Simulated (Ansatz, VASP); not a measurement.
## Two plane-wave programs on Si2Ni

```
CELL_PARAMETERS angstrom
0.00000 2.78269 2.78269
2.78269 0.00000 2.78269
2.78269 2.78269 0.00000
ATOMIC_POSITIONS crystal
Si 0.25000 0.25000 0.25000
Si 0.75000 0.75000 0.75000
Ni 0.00000 0.00000 0.00000
```

Alike in both runs: task single point; functional PBEsol; k mesh 14 × 14 × 14; occupations gaussian, width 0.1 eV; no spin polarisation.

|  | VASP | Ansatz |
| --- | --- | --- |
| version | VASP 6.6.1 | Ansatz 0.2.0 |
| potentials or method | VASP PAW PBE potentials, release 64 (Si, Ni), cutoff 520 eV | scalar-relativistic, plane waves, PAW |
| valence electrons in the cell | 18 | 26 |

VASP gave:

```
gap on the k mesh at the Fermi level (eV) : none
pressure (GPa)                            : -12.2
```

Problem. Which values does Ansatz return?

Solution. gap on the k mesh at the Fermi level (eV): none; pressure (GPa): -12.3.

VASP's potentials were made for PBE, not for PBEsol. A gap of «none» marks a metal or a gap that the smearing closes. With one functional, cell and mesh, what is left measures potentials, basis and numerics. VASP's potentials hold 18 valence electrons a cell and Ansatz's 26, so a difference there can come from the potentials and not from the codes.
